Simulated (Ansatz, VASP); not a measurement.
**Two plane-wave programs on LaF5**

File INCAR:

```
PREC = Accurate
ENCUT = 600
EDIFF = 1E-6
ISMEAR = 0
SIGMA = 0.1
LREAL = F
LASPH = T
NELM = 80
ALGO = Normal
ISIF = 3
LWAVE = F
LCHARG = F
GGA = PE
IBRION = 2
NSW = 100
EDIFFG = -0.01
```

File KPOINTS:

```
regular mesh
0
Gamma
  6 6 8
```

The input POSCAR:

```
LaF5
1.0
    6.4037605530      0.0000000000      0.0000000000
    0.0000000000      6.4037605530      0.0000000000
    0.0000000000      0.0000000000      4.6742510556
La F
1 5
Direct
    0.0000000000      0.0000000000      0.5000000000
    0.6510415717      0.0000000000      0.5000000000
    0.3489584283      0.0000000000      0.5000000000
    0.0000000000      0.6510415717      0.5000000000
    0.0000000000      0.3489584283      0.5000000000
    0.0000000000      0.0000000000      0.0000000000
```

Input for Ansatz:

```yaml
crystal:
  lattice:
    - [6.403760553, 0.0, 0.0]
    - [0.0, 6.403760553, 0.0]
    - [0.0, 0.0, 4.6742510556]
  atoms:
    - { symbol: La, position: [0.0, 0.0, 0.5] }
    - { symbol: F, position: [0.6510415717, 0.0, 0.5] }
    - { symbol: F, position: [0.3489584283, 0.0, 0.5] }
    - { symbol: F, position: [0.0, 0.6510415717, 0.5] }
    - { symbol: F, position: [0.0, 0.3489584283, 0.5] }
    - { symbol: F, position: [0.0, 0.0, 0.0] }
basis:
  ecutwfc: 420
kpoints:
  mp_grid: { grid: [6, 6, 8] }
hamiltonian:
  xc: pbe
scf:
  occupations: { method: gaussian, width: 0.1 }
output:
  forces: true
  stress: true
  eigenvalues: true
  write_density: true
  write_potential: true
  elf: true
  volumetric_format: npy
relax:
  adjacent_minimum: "off"
  f_tol: 0.01
  max_steps: 80
  cell: { stress_tol: 0.05 }
```

Alike in both runs: task relaxation of cell and atoms; functional PBE; k mesh 6 × 6 × 8; occupations gaussian, width 0.1 eV; no spin polarisation.

```csv
,VASP,Ansatz
version,VASP 6.6.1,Ansatz 0.2.0
potentials or method,"VASP PAW PBE potentials, release 64 (La, F), cutoff 600 eV","scalar-relativistic, plane waves, PAW"
valence electrons in the cell,46,46
```

VASP gave:

- gap on the k mesh at the Fermi level, each at its own relaxed structure (eV): none
- relaxed volume (Å³/atom): 31.75
- relaxed length of the cell vector where the two differ most in proportion (Å): 6.393

Estimate Ansatz's values.

gap on the k mesh at the Fermi level, each at its own relaxed structure (eV): none; relaxed volume (Å³/atom): 31.98; relaxed length of the cell vector where the two differ most in proportion (Å): 6.410.

A gap of «none» marks a metal or a gap that the smearing closes. Ansatz's warnings: xc potential rough in thin density.

Neither program's run includes spin-orbit coupling.
